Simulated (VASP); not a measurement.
A run of VASP 6.6.1:

Contents of INCAR:

```
PREC = Accurate ; ENCUT = 520
EDIFF = 1E-6 ; ISMEAR = 0
SIGMA = 0.1 ; LREAL = False
LASPH = True ; NELM = 60
ALGO = Fast ; ISIF = 2
LWAVE = False ; LCHARG = False
GGA = PE ; NBANDS = 39
```

Contents of KPOINTS:

```
Automatic mesh
0
Gamma
  12 12 2
```

Contents of POSCAR:

```
Ca
1.0
    3.8582093191     -0.0000000289      0.0000000000
   -1.9291046346      3.3413072979      0.0000000000
    0.0000000000      0.0000000000     19.9782249000
Ca
6
Direct
    0.0000000000      0.0000000000      0.5000000000
    0.0000000000      0.0000000000      0.0000000000
    0.6666666667      0.3333333333      0.3405840000
    0.3333333333      0.6666666667      0.6594160000
    0.3333333333      0.6666666667      0.8405840000
    0.6666666667      0.3333333333      0.1594160000
```

Potentials or basis: VASP PAW PBE potentials, release 64 (Ca_sv).

Launch:

```sh
$ cat potpaw_PBE.64/Ca_sv/POTCAR > POTCAR
$ mpirun -np 1 vasp_std > vasp.out
```

Hardware: 1 thread of AMD EPYC 7R13 Processor (Zen 3), with other jobs on the host.

Q: Estimate the wall time of this run.

A: Run time: 13 min on 1 thread of AMD EPYC 7R13 Processor (Zen 3) (shared host), peak memory 0.49 GiB. Counts: scf iterations 26, k points 38.
